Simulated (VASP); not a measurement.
# H3CCl in VASP: further runs

H3CCl is run at these levels: PBE+D3(BJ); tasks: single point.

All numbers are computed with VASP 6.6.1; they aren't measurements. Logs are shortened: lines on timing, memory, paths and dates and some standing lists are left out, and cuts for length are marked.

### 1 The cell of the first run

The cell holds a disordered packing, 40 atoms: a = 8.382 Å, b = 8.382 Å, c = 8.382 Å, α = 90.00°, β = 90.00°, γ = 90.00°.

### 2 Single point, PBE+D3(BJ)

INCAR reads:

```
SYSTEM = H3CCl
  PREC = Accurate
  ENCUT = 520
  EDIFF = 1E-7
  ISMEAR = -1
  SIGMA = 0.05
  LREAL = Auto
  LASPH = .True.
  NELM = 60
  ALGO = Normal
  ISIF = 2
  LWAVE = .False.
  LCHARG = .False.
  GGA = PE
  IVDW = 12
  NBANDS = 82
```

KPOINTS reads:

```
Automatic mesh
0
Gamma
  1 1 1
  0 0 0
```

POSCAR reads:

```
H3CCl
1.0
    8.3815160000      0.0000000000      0.0000000000
    0.0000000000      8.3815160000      0.0000000000
    0.0000000000      0.0000000000      8.3815160000
C Cl H
8 8 24
Direct
    0.5162800287      0.2849383145      0.8629230205
    0.1044664452      0.0735210802      0.8275276184
    0.8138770969      0.7178638011      0.2709546649
    0.5456325545      0.8666994762      0.8931743709
    0.0900951455      0.0677381739      0.4210617420
    0.1284504866      0.4844656122      0.5100284676
    0.5817271893      0.3535626150      0.3161706468
    0.1795666111      0.7004436274      0.0474839688
    0.5561134423      0.4753152130      0.7728085465
    0.1314023471      0.0804050614      1.0415463607
    0.6901508379      0.8858430679      0.3217981492
    0.7416990647      0.8763104722      0.8087231156
    0.2159220651     -0.1047366469      0.4521048646
    0.0541918308      0.4768679445      0.7108507060
    0.4853790638      0.2038618857      0.4343960336
    0.1408019406      0.4960906448      0.1050723005
    0.4898194755      0.2001389343      0.7661716681
    0.6244457596      0.2481626510      0.9271422679
    0.4135934629      0.2975409327      0.9437631739
   -0.0136060414      0.1229769682      0.8010397766
    0.1981567635      0.1463659804      0.7735302078
    0.1132979835     -0.0510584281      0.7896453293
    0.8091732450      0.7002123950      0.1413557179
    0.9367148505      0.7424164145      0.3101337120
    0.7672188559      0.6132680205      0.3348241388
    0.4591886851      0.8844641445      0.7968109562
    0.5307722577      0.7480263371      0.9453788101
    0.5346212885      0.9591237357      0.9848436573
    0.0623822974      0.1182259130      0.5383847851
    0.1588897394      0.1536167905      0.3495310022
   -0.0189055232      0.0290584956      0.3602144647
    0.1466188802      0.6097855889      0.4789185961
    0.2412217150      0.4188275255      0.5059602426
    0.0402439358      0.4307066760      0.4304390308
    0.5311991221      0.4697802377      0.3475630198
    0.7099997279      0.3489037316      0.3418574470
    0.5588159266      0.3261717783      0.1904715371
    0.2664650170      0.7517300874      0.1307262742
    0.2245954887      0.6972482328     -0.0751945401
    0.0672063367      0.7662355137      0.0535429483
```

Potentials or basis: VASP PAW PBE potentials, release 64 (C, Cl, H).

Started as:

```bash
> cat potpaw_PBE.64/C/POTCAR potpaw_PBE.64/Cl/POTCAR potpaw_PBE.64/H/POTCAR > POTCAR
> mpirun -np 1 vasp_gam > vasp.out
```

OUTCAR:

```text
SYSTEM = H3CCl
   PREC = Accurate
   ENCUT = 520
   EDIFF = 1E-7
   ISMEAR = -1
   LREAL = Auto
   LASPH = .True.
   NELM = 60
   ISIF = 2
   GGA = PE
   IVDW = 12
 IVDW          = 12

 ion  position               nearest neighbor table
   1  0.516  0.285  0.863-  18 1.10  19 1.10  17 1.10   9 1.80
   2  0.104  0.074  0.828-  21 1.09  22 1.09  20 1.10  10 1.81
   3  0.814  0.718  0.271-  23 1.10  25 1.10  24 1.10  11 1.80
   4  0.546  0.867  0.893-  27 1.09  28 1.09  26 1.10  12 1.79
   5  0.090  0.068  0.421-  31 1.10  29 1.10  30 1.10  13 1.81
   6  0.128  0.484  0.510-  32 1.09  34 1.09  33 1.09  14 1.80
   7  0.582  0.354  0.316-  35 1.09  37 1.10  36 1.10  15 1.79
   8  0.180  0.700  0.047-  40 1.09  39 1.10  38 1.10  16 1.81
   9  0.556  0.475  0.773-   1 1.80
  10  0.131  0.080  0.042-   2 1.81
  11  0.690  0.886  0.322-   3 1.80
  12  0.742  0.876  0.809-   4 1.79
  13  0.216  0.895  0.452-   5 1.81
  14  0.054  0.477  0.711-   6 1.80
[... 24 lines left out ...]
  39  0.225  0.697  0.925-   8 1.10
  40  0.067  0.766  0.054-   8 1.09

  LATTYP: Found a simple cubic cell.
 ALAT       =     8.3815160000

  Lattice vectors:

 A1 = (   8.3815160000,   0.0000000000,   0.0000000000)
 A2 = (   0.0000000000,   8.3815160000,   0.0000000000)
 A3 = (   0.0000000000,   0.0000000000,   8.3815160000)

Analysis of symmetry for initial positions (statically):
=====================================================================
 Subroutine PRICEL returns:
 Original cell was already a primitive cell.

 Routine SETGRP: Setting up the symmetry group for a
 simple cubic supercell.

 Subroutine GETGRP returns: Found  1 space group operations
 (whereof  1 operations were pure point group operations)
 out of a pool of 48 trial point group operations.

The static configuration has the point symmetry C_1 .

Analysis of symmetry for dynamics (positions and initial velocities):
=====================================================================
 Subroutine PRICEL returns:
 Original cell was already a primitive cell.

 Routine SETGRP: Setting up the symmetry group for a
 simple cubic supercell.

 Subroutine GETGRP returns: Found  1 space group operations
 (whereof  1 operations were pure point group operations)
 out of a pool of 48 trial point group operations.

The dynamic configuration has the point symmetry C_1 .

 Subroutine INISYM returns: Found  1 space group operations
 (whereof  1 operations are pure point group operations),
 and found     1 'primitive' translations

----------------------------------------------------------------------------------------

                                     Primitive cell

  volume of cell :     588.7999

  direct lattice vectors                    reciprocal lattice vectors
     8.381516000  0.000000000  0.000000000     0.119310158  0.000000000  0.000000000
     0.000000000  8.381516000  0.000000000     0.000000000  0.119310158  0.000000000
     0.000000000  0.000000000  8.381516000     0.000000000  0.000000000  0.119310158

  length of vectors
     8.381516000  8.381516000  8.381516000     0.119310158  0.119310158  0.119310158

  position of ions in fractional coordinates (direct lattice)
     0.516280029  0.284938315  0.862923020
     0.104466445  0.073521080  0.827527618
     0.813877097  0.717863801  0.270954665
     0.545632555  0.866699476  0.893174371
     0.090095146  0.067738174  0.421061742
     0.128450487  0.484465612  0.510028468
[... 32 lines left out ...]
     0.224595489  0.697248233  0.924805460
     0.067206337  0.766235514  0.053542948

  ion indices of the primitive-cell ions
   primitive index   ion index
                 1           1
                 2           2
                 3           3
                 4           4
                 5           5
                 6           6
[... 32 lines left out ...]
                39          39
                40          40

----------------------------------------------------------------------------------------

 KPOINTS: Automatic mesh

Automatic generation of k-mesh.
 Grid dimensions read from file:
 generate k-points for:    1    1    1

 Generating k-lattice:

  Cartesian coordinates                     Fractional coordinates (reciprocal lattice)
     0.119310158  0.000000000  0.000000000     1.000000000  0.000000000  0.000000000
     0.000000000  0.119310158  0.000000000     0.000000000  1.000000000  0.000000000
     0.000000000  0.000000000  0.119310158     0.000000000  0.000000000  1.000000000

  Length of vectors
     0.119310158  0.119310158  0.119310158

  Shift w.r.t. Gamma in fractional coordinates (k-lattice)
     0.000000000  0.000000000  0.000000000

 Subroutine IBZKPT returns following result:
 ===========================================

 Found      1 irreducible k-points:

 Following reciprocal coordinates:
            Coordinates               Weight
  0.000000  0.000000  0.000000      1.000000
   k-points           NKPTS =      1   k-points in BZ     NKDIM =      1   number of bands    NBANDS=     82
   number of dos      NEDOS =    301   number of ions     NIONS =     40
   total plane-waves  NPLWV = 262144
   dimension x,y,z NGX =    64 NGY =   64 NGZ =   64
   dimension x,y,z NGXF=   128 NGYF=  128 NGZF=  128
   ions per type =               8   8  24
   NGX,Y,Z   is equivalent  to a cutoff of  12.69, 12.69, 12.69 a.u.
   NGXF,Y,Z  is equivalent  to a cutoff of  25.39, 25.39, 25.39 a.u.
 SYSTEM =  H3CCl
   PREC   = accura    normal or accurate (medium, high low for compatibility)
   ISTART =      0    job   : 0-new  1-cont  2-samecut
   ICHARG =      2    charge: 1-file 2-atom 10-const
   ISPIN  =      1    spin polarized calculation?
   LNONCOLLINEAR =      F non collinear calculations
   LSORBIT =      F    spin-orbit coupling
   LASPH  =      T    aspherical Exc in radial PAW
   ENCUT  =  520.0 eV  38.22 Ry    6.18 a.u.  15.58 15.58 15.58*2*pi/ulx,y,z
   NELM   =     60;   NELMIN=  2; NELMDL= -5     # of ELM steps
   EDIFF  = 0.1E-06   stopping-criterion for ELM
   LREAL  =      T    real-space projection
   EDIFFG = 0.1E-05   stopping-criterion for IOM
   NSW    =      0    number of steps for IOM
   IBRION =     -1    ionic relax: 0-MD 1-quasi-New 2-CG
   NFREE  =      0    steps in history (QN), initial steepest desc. (CG)
   ISIF   =      2    stress and relaxation
   ISYM   =      2    0-nonsym 1-usesym 2-fastsym
   POTIM  = 0.5000    time-step for ionic-motion
   TEBEG  =    0.0;   TEEND  =   0.0 temperature during run
   PSTRESS=    0.0 pullay stress
   NELECT =     112.0000    total number of electrons
   NUPDOWN=      -1.0000    fix difference up-down
   EMIN   =  10.00;   EMAX   =-10.00  energy-range for DOS
   EFERMI =   0.00;   METHOD = LEGACY
   ISMEAR =    -1;   SIGMA  =   0.05  broadening in eV -4-tet -1-fermi 0-gaus
   EFERMI_NEDOS =   21; number of points for ismear=-14 and -15
   IALGO  =     38    algorithm
   IMIX   =      4    mixing-type and parameters
     AMIX     =   0.40;   BMIX     =  1.00
     AMIX_MAG =   1.60;   BMIX_MAG =  1.00
  volume/ion in A,a.u.               =      14.72        99.34
  Fermi-wavevector in a.u.,A,eV,Ry     =   0.941510  1.779196 12.060763  0.886441
  Thomas-Fermi vector in A             =   2.069028
   LORBIT       =      0    0 simple, 1 ext, 2 COOP (PROOUT), +10 PAW based schemes
   GGA     = PE    functional components
   LHFCALC =     F    Hartree Fock is set to
   AEXX    =    0.0000 exact exchange contribution
   IVDW    =    12    specifies the selected vdW correction
   LEPSILON=     F    determine dielectric tensor
   LRPA    =     F    only Hartree local field effects (RPA)
 non-spin polarized calculation
  energy-cutoff  :      520.00
  volume of cell :      588.80
 maximum number of plane-waves:      7896
 NGX is ok and might be reduce to    64
   NGX = 31   NGY = 31   NGZ = 31

 number of electron     111.9999995 magnetization

 Free energy of the ion-electron system (eV)
  ---------------------------------------------------
  ext. energy  EPLUGINS =         0.00000000
  ---------------------------------------------------
  free energy    TOTEN  =      -179.71420866 eV

  energy without entropy =     -179.71420866  energy(sigma->0) =     -179.71420866

 E-fermi :  -1.4173     XC(G=0):  -6.7075

 val. band max:       -2.6926148240   @ k =   0.0000   0.0000   0.0000
 cond. band min:       3.0081749021   @ k =   0.0000   0.0000   0.0000
 fundamental gap:      5.7007897261
 Fermi energy:        -1.4173074144

 k-point     1 :       0.0000    0.0000    0.0000
  band No.  band energies     occupation
      1     -17.4801      2.00000
      2     -17.3724      2.00000
      3     -17.2755      2.00000
      4     -17.1863      2.00000
      5     -17.1305      2.00000
      6     -17.1142      2.00000
[... 60 lines left out ...]
     67       4.9000      0.00000
     68       4.9632      0.00000
 [bands above 68 left out]

------------------------ aborting loop because EDIFF is reached ----------------------------------------

 Edisp (eV)   -2.19165

 E8    (eV) :    -0.5795

  FORCE on cell =-STRESS in cart. coord.  units (eV):
  Direction    XX          YY          ZZ          XY          YZ          ZX
  --------------------------------------------------------------------------------------
  -------------------------------------------------------------------------------------
  Total      -2.02727    -1.27465    -2.34066     0.60057     0.27165    -0.30303
  in kB      -5.51638    -3.46844    -6.36914     1.63420     0.73918    -0.82458
  external pressure =       -5.12 kB  Pullay stress =        0.00 kB

 VOLUME and BASIS-vectors are now :
 -----------------------------------------------------------------------------
  energy-cutoff  :      520.00
  volume of cell :      588.80
      direct lattice vectors                 reciprocal lattice vectors
     8.381516000  0.000000000  0.000000000     0.119310158  0.000000000  0.000000000
     0.000000000  8.381516000  0.000000000     0.000000000  0.119310158  0.000000000
     0.000000000  0.000000000  8.381516000     0.000000000  0.000000000  0.119310158

 POSITION                                       TOTAL-FORCE (eV/Angst)
 -----------------------------------------------------------------------------------
      4.32721      2.38822      7.23260        -0.012687      0.094766     -0.064237
      0.87559      0.61622      6.93594        -0.057546     -0.013172      0.164169
      6.82152      6.01679      2.27101        -0.038259      0.047113      0.141838
      4.57323      7.26426      7.48616         0.057620      0.034712     -0.035066
      0.75513      0.56775      3.52914         0.241966     -0.098538     -0.044893
      1.07661      4.06056      4.27481        -0.006279     -0.031990      0.088470
[... 32 lines left out ...]
      1.88245      5.84400      7.75127        -0.012735      0.001593      0.107602
      0.56329      6.42222      0.44877         0.021293     -0.040373     -0.010005
 -----------------------------------------------------------------------------------
    total drift:                                0.006807     -0.005953     -0.004353

  FREE ENERGIE OF THE ION-ELECTRON SYSTEM (eV)
  ---------------------------------------------------
  free  energy   TOTEN  =      -181.9058563174 eV

  energy  without entropy=     -181.9058563174  energy(sigma->0) =     -181.90585632
```

Run time: 3.4 min. Hardware: 1 thread of Intel Xeon 8259CL, shared host; peak memory 0.54 GiB.

Results:

```yaml
Free_energy: -181.9059 eV
Pressure: -0.5 GPa
Largest_force: 0.319 eV/Å
Band_gap_on_the_k_mesh: 5.70 eV
Dispersion_energy_per_atom: -0.055 eV
```

Forces in eV/Å, atoms in the order of the input:
```
C   -0.013  0.095 -0.064
C   -0.058 -0.013  0.164
C   -0.038  0.047  0.142
C    0.058  0.035 -0.035
C    0.242 -0.099 -0.045
C   -0.006 -0.032  0.088
C   -0.025 -0.142  0.121
C    0.044 -0.169  0.027
Cl  -0.021 -0.206  0.139
Cl   0.003  0.090 -0.259
Cl   0.127 -0.195 -0.046
Cl  -0.104  0.016  0.028
Cl  -0.175  0.265 -0.029
Cl   0.043  0.004 -0.049
Cl   0.083  0.133 -0.123
Cl   0.023  0.066 -0.119
H    0.078  0.100  0.120
H   -0.123  0.003 -0.064
H    0.130  0.004 -0.104
H    0.107 -0.039  0.057
H    0.006  0.008  0.014
H   -0.014  0.080  0.034
H   -0.012 -0.006  0.082
H   -0.205 -0.003 -0.058
H    0.113  0.177 -0.123
H    0.010  0.017  0.029
H   -0.010  0.006 -0.013
H    0.003 -0.028 -0.020
H   -0.003  0.007 -0.003
H   -0.117 -0.122  0.130
H    0.040  0.025  0.030
H   -0.012  0.002 -0.037
H   -0.004 -0.017 -0.028
H   -0.004 -0.011 -0.028
H    0.025 -0.015  0.020
H   -0.125  0.016 -0.016
H    0.007  0.015  0.007
H   -0.081 -0.076 -0.066
H   -0.013  0.002  0.108
H    0.021 -0.040 -0.010
```

Levels at points of the mesh, in eV from the valence-band top:
```
           k point  band 53  band 54  band 55  band 56  band 57  band 58  band 59  band 60
(0.00, 0.00, 0.00)    -0.20    -0.19    -0.04     0.00     5.70     5.81     5.95     6.11
```

Caveat: the k points lie up to 0.75 Å⁻¹ apart.

### 3 Single point, PBE+D3(BJ)

INCAR reads:

```
  PREC = Accurate
  ENCUT = 520
  EDIFF = 1E-7
  ISMEAR = -1
  SIGMA = 0.05
  LREAL = Auto
  LASPH = T
  NELM = 60
  ALGO = Normal
  ISIF = 2
  LWAVE = F
  LCHARG = T
  GGA = PE
  IVDW = 12
  LELF = T
  LVHAR = T
  NBANDS = 82
```

KPOINTS reads:

```
regular mesh
0
Gamma
  1 1 1
```

POSCAR reads:

```
H3CCl
1.0
    8.3815160000      0.0000000000      0.0000000000
    0.0000000000      8.3815160000      0.0000000000
    0.0000000000      0.0000000000      8.3815160000
C Cl H
8 8 24
Direct
    0.5061972082      0.2762030163      0.8510870826
    0.1005546013      0.0445981371      0.8382254475
    0.8254711916      0.7561997138      0.2655008951
    0.5585743677      0.8795067623      0.9217783513
    0.0924295796      0.0563501877      0.4136125255
    0.1307281404      0.4686264394      0.5007447340
    0.5851924640      0.3624403986      0.3130937172
    0.1606630590      0.7172091540      0.0767641558
    0.5317176511      0.4648801004      0.7347238853
    0.1233428416      0.0989200522      1.0489152559
    0.6712986052      0.8904355728      0.3147163353
    0.7358573318      0.8527812868      0.8034465364
    0.2006916171     -0.1374930263      0.4369615234
    0.0312831235      0.4905317845      0.6816905199
    0.4849003450      0.2010137546      0.4394312437
    0.1516432111      0.4964972924      0.1117816872
    0.4689485768      0.1631447103      0.7684886600
    0.5970757557      0.2369857673      0.9304760618
    0.3866484297      0.2821923862      0.9154071889
    0.0427130366      0.1444965326      0.7808014684
    0.2075758133      0.0314143647      0.7588126062
    0.0247449268     -0.0531646065      0.8332621449
    0.8196369249      0.7420853220      0.1372663370
    0.9231146251      0.8349921422      0.2650475165
    0.8206749232      0.6471860222      0.3223402544
    0.4535694975      0.8468277099      0.8431052330
    0.5659477355      0.7845478073      1.0138380694
    0.5643131863      1.0053431861      0.9554118849
    0.0620054892      0.1078563830      0.5277804159
    0.1740854518      0.1402371600      0.3680002520
   -0.0133150137      0.0411739356      0.3371347141
    0.0835886968      0.5370985392      0.3824487121
    0.2580559412      0.4957933624      0.5332328901
    0.1463458401      0.3480396625      0.4542853584
    0.4886944080      0.4102241170      0.2554669108
    0.6479615382      0.4388346929      0.4017769578
    0.6637462722      0.2739838473      0.2366159058
    0.1271249736      0.7652792168      0.1933659734
    0.2986452570      0.7276965170      0.0552763963
    0.0759886398      0.7436124921      0.0012766187
```

Potentials or basis: VASP PAW PBE potentials, release 64 (C, Cl, H).

Started as:

```bash
> cat potpaw_PBE.64/C/POTCAR potpaw_PBE.64/Cl/POTCAR potpaw_PBE.64/H/POTCAR > POTCAR
> mpirun -np 1 vasp_gam > vasp.out
```

Run time: 3.2 min. Hardware: 1 thread of Intel Xeon 8259CL, shared host; peak memory 0.54 GiB.

The run converged. Its results:

- Free energy: -178.4720 eV
- Pressure: -0.4 GPa
- Largest force: 7.378 eV/Å
- Band gap on the k mesh: 5.09 eV
- Dispersion energy per atom: -0.055 eV

Forces in eV/Å, atoms in the order of the input:
```
C   -3.858 -1.375 -2.106
C    1.288  1.936 -0.500
C   -0.929  2.171 -2.460
C   -0.326 -1.253 -1.064
C   -0.210 -1.394  0.280
C    1.381  1.131 -2.297
C    2.482 -4.001  1.626
C    5.517 -2.416  4.262
Cl   0.160 -1.667  1.287
Cl   0.386 -0.414 -1.076
Cl  -0.790  0.047  0.586
Cl  -0.018 -0.095 -0.239
Cl  -0.683  1.474  0.401
Cl  -0.763 -0.149  0.211
Cl   0.371  0.897 -0.566
Cl  -0.317  0.385 -0.594
H    1.323  2.315  0.739
H    1.246  0.494  0.404
H    1.217  0.668 -0.140
H   -0.591  0.579  0.148
H    0.052 -0.336  1.310
H   -1.003 -1.688 -0.034
H   -0.547 -0.707 -0.651
H    1.728  0.015  1.123
H    0.279 -1.712  1.491
H    0.781  0.615  0.558
H   -0.076  0.908  0.085
H   -0.459 -0.439  0.539
H   -0.405 -0.452  0.792
H    1.166  0.603 -1.047
H    0.257 -0.066  0.278
H    0.707 -0.744  2.665
H   -0.679  0.455 -0.670
H   -0.649 -0.548  0.428
H   -1.821  1.369 -1.505
H   -0.201 -0.347 -0.681
H   -0.933  2.032  0.961
H    0.530  0.053 -0.218
H   -2.476  0.561 -0.176
H   -3.139  1.096 -4.150
```

Stress tensor (GPa, compression positive):
```
 0.57  0.17  0.60
 0.17 -1.68  0.06
 0.60  0.06 -0.12
```

Levels at points of the mesh, in eV from the valence-band top:
```
           k point  band 53  band 54  band 55  band 56  band 57  band 58  band 59  band 60
(0.00, 0.00, 0.00)    -0.16    -0.11    -0.09     0.00     5.09     5.20     5.36     5.53
```

Caveat: the k points lie up to 0.75 Å⁻¹ apart.

[end of part 1 of 2]
